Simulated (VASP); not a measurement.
# Te3As4 (Im-3m) in VASP: notebook

The runs below take Te3As4 through single point, relaxation of cell and atoms, with PBE.

Program: VASP 6.6.1. These are calculated values, not measurements. Logs are shortened: lines on timing, memory, paths and dates and some standing lists are left out, and cuts for length are marked.

## 1. The cell of the first run

It takes space group Im-3m (No. 229, cubic). The conventional cell has a = 7.100 Å, b = 7.100 Å, c = 7.100 Å, α = 90.00°, β = 90.00°, γ = 90.00°. Within 4.0 Å of Te (site symmetry 4/mmm) lie 8 As at 3.07 Å and 4 Te at 3.55 Å. Within 4.0 Å of As (site symmetry -3m) lie 6 Te at 3.07 Å and 6 As at 3.55 Å.

## 2. Single point, PBE

Contents of INCAR:

```
SYSTEM = Te3As4
ALGO = Normal ; EDIFF = 1E-6
ENCUT = 520 ; GGA = PE
ISIF = 2 ; ISMEAR = 0
LASPH = .True. ; LCHARG = .True.
LELF = .True. ; LREAL = .False.
LVHAR = .True. ; LWAVE = .False.
NBANDS = 28 ; NELM = 100
PREC = Accurate ; SIGMA = 0.1
```

Contents of KPOINTS:

```
k-points
0
Gamma
  4 4 4
  0 0 0
```

Contents of POSCAR:

```
Te3As4
1.0
   -3.5501566910      3.5501566910      3.5501566910
    3.5501566910     -3.5501566910      3.5501566910
    3.5501566910      3.5501566910     -3.5501566910
Te As
3 4
Direct
    0.0000000000      0.5000000000      0.5000000000
    0.5000000000      0.0000000000      0.5000000000
    0.5000000000      0.5000000000      0.0000000000
    0.5000000000      0.5000000000      0.5000000000
    0.0000000000      0.0000000000      0.5000000000
    0.0000000000      0.5000000000      0.0000000000
    0.5000000000      0.0000000000      0.0000000000
```

Potentials or basis: VASP PAW PBE potentials, release 64 (Te, As).

On the command line:

```sh
$ cat potpaw_PBE.64/Te/POTCAR potpaw_PBE.64/As/POTCAR > POTCAR
$ mpirun -np 1 vasp_std > vasp.out
```

OUTCAR:

```text
SYSTEM = Te3As4
   EDIFF = 1E-6
   ENCUT = 520
   GGA = PE
   ISIF = 2
   ISMEAR = 0
   LASPH = .True.
   LREAL = .False.
   NELM = 100
   PREC = Accurate

 ion  position               nearest neighbor table
   1  0.000  0.500  0.500-   4 3.07   5 3.07   6 3.07   7 3.07   6 3.07   5 3.07   4 3.07   7 3.07
                             2 3.55   3 3.55   2 3.55   3 3.55
   2  0.500  0.000  0.500-   4 3.07   5 3.07   6 3.07   7 3.07   7 3.07   4 3.07   5 3.07   6 3.07
                             3 3.55   1 3.55   1 3.55   3 3.55
   3  0.500  0.500  0.000-   4 3.07   5 3.07   6 3.07   7 3.07   4 3.07   7 3.07   6 3.07   5 3.07
                             2 3.55   1 3.55   1 3.55   2 3.55
   4  0.500  0.500  0.500-   1 3.07   2 3.07   3 3.07   3 3.07   2 3.07   1 3.07
   5  0.000  0.000  0.500-   1 3.07   2 3.07   3 3.07   1 3.07   2 3.07   3 3.07
   6  0.000  0.500  0.000-   1 3.07   2 3.07   3 3.07   1 3.07   3 3.07   2 3.07
   7  0.500  0.000  0.000-   1 3.07   2 3.07   3 3.07   2 3.07   3 3.07   1 3.07

  LATTYP: Found a body centered cubic cell.
 ALAT       =     7.1003133820

  Lattice vectors:

 A1 = (  -3.5501566910,   3.5501566910,   3.5501566910)
 A2 = (   3.5501566910,  -3.5501566910,   3.5501566910)
 A3 = (   3.5501566910,   3.5501566910,  -3.5501566910)

Analysis of symmetry for initial positions (statically):
=====================================================================
 Subroutine PRICEL returns:
 Original cell was already a primitive cell.

 Routine SETGRP: Setting up the symmetry group for a
 body centered cubic supercell.

 Subroutine GETGRP returns: Found 48 space group operations
 (whereof 48 operations were pure point group operations)
 out of a pool of 48 trial point group operations.

The static configuration has the point symmetry O_h .

Analysis of symmetry for dynamics (positions and initial velocities):
=====================================================================
 Subroutine PRICEL returns:
 Original cell was already a primitive cell.

 Routine SETGRP: Setting up the symmetry group for a
 body centered cubic supercell.

 Subroutine GETGRP returns: Found 48 space group operations
 (whereof 48 operations were pure point group operations)
 out of a pool of 48 trial point group operations.

The dynamic configuration has the point symmetry O_h .

 Subroutine INISYM returns: Found 48 space group operations
 (whereof 48 operations are pure point group operations),
 and found     1 'primitive' translations

----------------------------------------------------------------------------------------

                                     Primitive cell

  volume of cell :     178.9792

  direct lattice vectors                    reciprocal lattice vectors
    -3.550156691  3.550156691  3.550156691     0.000000000  0.140838854  0.140838854
     3.550156691 -3.550156691  3.550156691     0.140838854  0.000000000  0.140838854
     3.550156691  3.550156691 -3.550156691     0.140838854  0.140838854  0.000000000

  length of vectors
     6.149051764  6.149051764  6.149051764     0.199176217  0.199176217  0.199176217

  position of ions in fractional coordinates (direct lattice)
     0.000000000  0.500000000  0.500000000
     0.500000000  0.000000000  0.500000000
     0.500000000  0.500000000  0.000000000
     0.500000000  0.500000000  0.500000000
     0.000000000  0.000000000  0.500000000
     0.000000000  0.500000000  0.000000000
     0.500000000  0.000000000  0.000000000

  ion indices of the primitive-cell ions
   primitive index   ion index
                 1           1
                 2           2
                 3           3
                 4           4
                 5           5
                 6           6
                 7           7

----------------------------------------------------------------------------------------

 KPOINTS: k-points

Automatic generation of k-mesh.
 Grid dimensions read from file:
 generate k-points for:    4    4    4

 Generating k-lattice:

  Cartesian coordinates                     Fractional coordinates (reciprocal lattice)
     0.000000000  0.035209714  0.035209714     0.250000000  0.000000000  0.000000000
     0.035209714  0.000000000  0.035209714     0.000000000  0.250000000  0.000000000
     0.035209714  0.035209714  0.000000000     0.000000000  0.000000000  0.250000000

  Length of vectors
     0.049794054  0.049794054  0.049794054

  Shift w.r.t. Gamma in fractional coordinates (k-lattice)
     0.000000000  0.000000000  0.000000000

 Subroutine IBZKPT returns following result:
 ===========================================

 Found      8 irreducible k-points:

 Following reciprocal coordinates:
            Coordinates               Weight
  0.000000  0.000000  0.000000      1.000000
  0.250000  0.000000  0.000000     12.000000
  0.500000  0.000000  0.000000      6.000000
  0.250000  0.250000  0.000000     24.000000
  0.250000  0.250000  0.250000      2.000000
 -0.250000  0.250000  0.250000      6.000000
  0.500000  0.500000  0.250000     12.000000
  0.500000  0.500000  0.500000      1.000000
   k-points           NKPTS =      8   k-points in BZ     NKDIM =      8   number of bands    NBANDS=     28
   number of dos      NEDOS =    301   number of ions     NIONS =      7
   total plane-waves  NPLWV = 110592
   dimension x,y,z NGX =    48 NGY =   48 NGZ =   48
   dimension x,y,z NGXF=    96 NGYF=   96 NGZF=   96
   ions per type =               3   4
   NGX,Y,Z   is equivalent  to a cutoff of  12.98, 12.98, 12.98 a.u.
   NGXF,Y,Z  is equivalent  to a cutoff of  25.95, 25.95, 25.95 a.u.
 SYSTEM =  Te3As4
   PREC   = accura    normal or accurate (medium, high low for compatibility)
   ISTART =      0    job   : 0-new  1-cont  2-samecut
   ICHARG =      2    charge: 1-file 2-atom 10-const
   ISPIN  =      1    spin polarized calculation?
   LNONCOLLINEAR =      F non collinear calculations
   LSORBIT =      F    spin-orbit coupling
   LASPH  =      T    aspherical Exc in radial PAW
   ENCUT  =  520.0 eV  38.22 Ry    6.18 a.u.  11.43 11.43 11.43*2*pi/ulx,y,z
   NELM   =    100;   NELMIN=  2; NELMDL= -5     # of ELM steps
   EDIFF  = 0.1E-05   stopping-criterion for ELM
   LREAL  =      F    real-space projection
   EDIFFG = 0.1E-04   stopping-criterion for IOM
   NSW    =      0    number of steps for IOM
   IBRION =     -1    ionic relax: 0-MD 1-quasi-New 2-CG
   NFREE  =      0    steps in history (QN), initial steepest desc. (CG)
   ISIF   =      2    stress and relaxation
   ISYM   =      2    0-nonsym 1-usesym 2-fastsym
   POTIM  = 0.5000    time-step for ionic-motion
   TEBEG  =    0.0;   TEEND  =   0.0 temperature during run
   PSTRESS=    0.0 pullay stress
   NELECT =      38.0000    total number of electrons
   NUPDOWN=      -1.0000    fix difference up-down
   EMIN   =  10.00;   EMAX   =-10.00  energy-range for DOS
   EFERMI =   0.00;   METHOD = LEGACY
   ISMEAR =     0;   SIGMA  =   0.10  broadening in eV -4-tet -1-fermi 0-gaus
   EFERMI_NEDOS =   21; number of points for ismear=-14 and -15
   IALGO  =     38    algorithm
   IMIX   =      4    mixing-type and parameters
     AMIX     =   0.40;   BMIX     =  1.00
     AMIX_MAG =   1.60;   BMIX_MAG =  1.00
  volume/ion in A,a.u.               =      25.57       172.54
  Fermi-wavevector in a.u.,A,eV,Ry     =   0.976642  1.845585 12.977626  0.953829
  Thomas-Fermi vector in A             =   2.107276
   LORBIT       =      0    0 simple, 1 ext, 2 COOP (PROOUT), +10 PAW based schemes
   GGA     = PE    functional components
   LHFCALC =     F    Hartree Fock is set to
   AEXX    =    0.0000 exact exchange contribution
   IVDW    =     0    specifies the selected vdW correction
   LEPSILON=     F    determine dielectric tensor
   LRPA    =     F    only Hartree local field effects (RPA)
 non-spin polarized calculation
 Gauss-broadening in eV      SIGMA  =   0.10
  energy-cutoff  :      520.00
  volume of cell :      178.98
 maximum number of plane-waves:      4897
 NGX is ok and might be reduce to    48
   NGX = 23   NGY = 23   NGZ = 23

 number of electron      37.9999998 magnetization

 Free energy of the ion-electron system (eV)
  ---------------------------------------------------
  ext. energy  EPLUGINS =         0.00000000
  ---------------------------------------------------
  free energy    TOTEN  =       -24.50663860 eV

  energy without entropy =      -24.46711140  energy(sigma->0) =      -24.48687500

 E-fermi :   6.0229     XC(G=0):  -9.7965

 val. band max:        6.0206160910   @ k =   0.5000   0.5000   0.2500
 cond. band min:       6.0350449765   @ k =   0.5000   0.5000   0.2500
 fundamental gap:      0.0144288856
 Fermi energy:         6.0228552682

 k-point     1 :       0.0000    0.0000    0.0000
  band No.  band energies     occupation
      1      -8.1999      2.00000
      2      -4.8529      2.00000
      3      -4.8529      2.00000
      4      -4.0780      2.00000
      5      -4.0780      2.00000
      6      -4.0780      2.00000
[... 20 lines left out ...]
     27       9.8737      0.00000
     28       9.8737      0.00000

 k-point     2 :       0.2500    0.0000    0.0000
  band No.  band energies     occupation
      1      -7.8861      2.00000
      2      -5.5402      2.00000
      3      -4.9856      2.00000
      4      -4.2835      2.00000
      5      -4.1817      2.00000
      6      -4.1542      2.00000
[... 20 lines left out ...]
     27       9.5193      0.00000
     28       9.8838      0.00000

 k-point     3 :       0.5000    0.0000    0.0000
  band No.  band energies     occupation
      1      -7.1865      2.00000
      2      -6.6485      2.00000
      3      -5.1037      2.00000
      4      -4.4533      2.00000
      5      -4.2763      2.00000
      6      -3.8146      2.00000
[... 20 lines left out ...]
     27       9.3215      0.00000
     28      10.1205      0.00000

 k-point     4 :       0.2500    0.2500    0.0000
  band No.  band energies     occupation
      1      -7.2950      2.00000
      2      -6.2508      2.00000
      3      -5.6773      2.00000
      4      -4.4572      2.00000
      5      -3.9553      2.00000
      6      -3.8165      2.00000
[... 20 lines left out ...]
     27       9.1432      0.00000
     28       9.6091      0.00000

 k-point     5 :       0.2500    0.2500    0.2500
  band No.  band energies     occupation
      1      -6.5443      2.00000
      2      -6.5443      2.00000
      3      -6.5443      2.00000
      4      -4.8665      2.00000
      5      -3.2944      2.00000
      6      -3.2944      2.00000
[... 20 lines left out ...]
     27       8.2866      0.00000
     28       8.4856      0.00000

 k-point     6 :      -0.2500    0.2500    0.2500
  band No.  band energies     occupation
      1      -7.5772      2.00000
      2      -5.6926      2.00000
      3      -4.8746      2.00000
      4      -4.8348      2.00000
      5      -4.8348      2.00000
      6      -3.7165      2.00000
[... 20 lines left out ...]
     27       8.7109      0.00000
     28       8.7109      0.00000

 k-point     7 :       0.5000    0.5000    0.2500
  band No.  band energies     occupation
      1      -6.8721      2.00000
      2      -6.4753      2.00000
      3      -5.2498      2.00000
      4      -5.0791      2.00000
      5      -4.2302      2.00000
      6      -4.1457      2.00000
[... 20 lines left out ...]
     27       8.6038      0.00000
     28       8.6529      0.00000

 k-point     8 :       0.5000    0.5000    0.5000
  band No.  band energies     occupation
      1      -6.2510      2.00000
      2      -6.2510      2.00000
      3      -5.3463      2.00000
      4      -5.3463      2.00000
      5      -5.3463      2.00000
      6      -4.5767      2.00000
[... 20 lines left out ...]
     27       6.9922      0.00000
     28       6.9922      0.00000

------------------------ aborting loop because EDIFF is reached ----------------------------------------

  FORCE on cell =-STRESS in cart. coord.  units (eV):
  Direction    XX          YY          ZZ          XY          YZ          ZX
  --------------------------------------------------------------------------------------
  -------------------------------------------------------------------------------------
  Total       -0.3347254     -0.3347254     -0.3347254     -0.0000000     -0.0000000      0.0000000
  in kB       -2.9963790     -2.9963790     -2.9963790     -0.0000000     -0.0000000      0.0000000
  external PRESSURE =      -2.9963790 kB  Pullay stress =       0.0000000 kB

 VOLUME and BASIS-vectors are now :
 -----------------------------------------------------------------------------
  energy-cutoff  :      520.00
  volume of cell :      178.98
      direct lattice vectors                 reciprocal lattice vectors
    -3.550156691  3.550156691  3.550156691     0.000000000  0.140838854  0.140838854
     3.550156691 -3.550156691  3.550156691     0.140838854  0.000000000  0.140838854
     3.550156691  3.550156691 -3.550156691     0.140838854  0.140838854  0.000000000

 POSITION                                       TOTAL-FORCE (eV/Angst)
 -----------------------------------------------------------------------------------
      3.55016      0.00000      0.00000        -0.000000      0.000000     -0.000000
      0.00000      3.55016      0.00000        -0.000000      0.000000     -0.000000
      0.00000      0.00000      3.55016         0.000000     -0.000000      0.000000
      1.77508      1.77508      1.77508         0.000000     -0.000000      0.000000
      1.77508      1.77508     -1.77508         0.000000     -0.000000      0.000000
      1.77508     -1.77508      1.77508         0.000000     -0.000000      0.000000
     -1.77508      1.77508      1.77508         0.000000     -0.000000     -0.000000
 -----------------------------------------------------------------------------------
    total drift:                                0.000000     -0.000000     -0.000000

  FREE ENERGIE OF THE ION-ELECTRON SYSTEM (eV)
  ---------------------------------------------------
  free  energy   TOTEN  =       -24.5066385953 eV

  energy  without entropy=      -24.4671114014  energy(sigma->0) =      -24.48687500
```

Wall time 42 s (1 thread of Intel Xeon 6975P-C (Granite Rapids), shared host); peak memory 0.31 GiB.

What came out:

```
Free energy            : -24.5066 eV
Pressure               : -0.3 GPa
Band gap on the k mesh : zero (band 19 reaches 7.88 eV, above the bottom of band 20 at 5.94 eV)
```

Levels at points of the mesh, in eV from the Fermi level:
```
           k point  band 16  band 17  band 18  band 19  band 20  band 21  band 22  band 23
(0.00, 0.00, 0.00)    -1.69     1.15     1.15     1.86     2.39     2.39     2.39     3.04
(0.50, 0.00, 0.00)    -1.77    -1.45    -1.40    -0.84    -0.09    -0.08     0.57     2.36
(0.50, 0.50, 0.50)    -0.85    -0.85    -0.35    -0.35    -0.02    -0.02    -0.02     0.33
```

Caveat: spin-orbit coupling is left out, which moves the levels of the heavy elements.

[end of part 1 of 2]
